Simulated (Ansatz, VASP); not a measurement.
Given: the input of a run of VASP 6.6.1 on SnO2.

File INCAR:

```
SYSTEM = SnO2
ALGO = Normal
EDIFF = 1E-6
EDIFFG = -0.01
ENCUT = 600
GGA = RP
IBRION = 2
ISIF = 3
ISMEAR = -1
IVDW = 12
LASPH = .TRUE.
LCHARG = .FALSE.
LREAL = .FALSE.
LWAVE = .FALSE.
NELM = 100
NSW = 60
PREC = Accurate
SIGMA = 0.05
```

KPOINTS

```
k-points
0
G
  5 5 5
  0 0 0
```

The input POSCAR:

```
SnO2
1.0
    5.1752560000      0.0000000000      0.0000000000
    0.0000000000      5.1752560000      0.0000000000
    0.0000000000      0.0000000000      5.1752560000
Sn O
4 8
Direct
    0.0000000000      0.0000000000      0.0000000000
    0.5000000000      0.0000000000      0.5000000000
    0.5000000000      0.5000000000      0.0000000000
    0.0000000000      0.5000000000      0.5000000000
    0.6610980000      0.8389020000      0.1610980000
    0.8389020000      0.1610980000      0.6610980000
    0.1610980000      0.6610980000      0.8389020000
    0.3389020000      0.3389020000      0.3389020000
    0.6610980000      0.6610980000      0.6610980000
    0.8389020000      0.3389020000      0.1610980000
    0.1610980000      0.8389020000      0.3389020000
    0.3389020000      0.1610980000      0.8389020000
```

Potentials or basis: VASP PAW PBE potentials, release 64 (Sn_d, O).

Run with:

```console
$ cat potpaw_PBE.64/Sn_d/POTCAR potpaw_PBE.64/O/POTCAR > POTCAR
$ mpirun -np 1 vasp_std > vasp.out
```

Task: Translate it to Ansatz 0.2.0. Potentials there: Ansatz PAW.

Result: As run (the cutoff follows the program's own potentials):

The input input.yaml:

```yaml
crystal:
  lattice:
    - [5.175256, 0.0, 0.0]
    - [0.0, 5.175256, 0.0]
    - [0.0, 0.0, 5.175256]
  atoms:
    - { symbol: Sn, position: [0.0, 0.0, 0.0] }
    - { symbol: Sn, position: [0.5, 0.0, 0.5] }
    - { symbol: Sn, position: [0.5, 0.5, 0.0] }
    - { symbol: Sn, position: [0.0, 0.5, 0.5] }
    - { symbol: O, position: [0.661098, 0.838902, 0.161098] }
    - { symbol: O, position: [0.838902, 0.161098, 0.661098] }
    - { symbol: O, position: [0.161098, 0.661098, 0.838902] }
    - { symbol: O, position: [0.338902, 0.338902, 0.338902] }
    - { symbol: O, position: [0.661098, 0.661098, 0.661098] }
    - { symbol: O, position: [0.838902, 0.338902, 0.161098] }
    - { symbol: O, position: [0.161098, 0.838902, 0.338902] }
    - { symbol: O, position: [0.338902, 0.161098, 0.838902] }
hamiltonian:
  xc: rpbe
  pseudopotentials: { kind: paw }
  dispersion: d3bj
kpoints:
  mp_grid: { grid: [5, 5, 5] }
scf:
  occupations: { method: fermi_dirac, width: 0.05 }
output:
  forces: true
  stress: true
  eigenvalues: true
relax:
  f_tol: 0.01
  max_steps: 40
  cell: { stress_tol: 0.05 }
```

Potentials or basis: Ansatz PAW.

Command:

```console
$ ansatz run input.yaml --threads 4 --pin off --max-ram 11264MiB --backend cpu --events-out ev --progress --plain --runs-dir out
```

Both were run:

|  | VASP | Ansatz | Ansatz less VASP |
| --- | --- | --- | --- |
| gap on the k mesh at the Fermi level, each at its own relaxed structure (eV) | 1.37 | 1.39 | +0.021 |
| relaxed volume (Å³/atom) | 10.73 | 10.72 | -0.014 |
| relaxed cell length with the largest relative difference (Å) | 5.050 | 5.048 | -0.0021 |

VASP's potentials were made for PBE, not for RPBE.

Noted on Ansatz's run: odd divisions of the mesh miss points on the zone boundary, where band edges often lie, so the gap on the mesh can be too wide; the plane-wave basis is chosen anew once the cell has moved, so the energies of steps on either side of that aren't comparable.
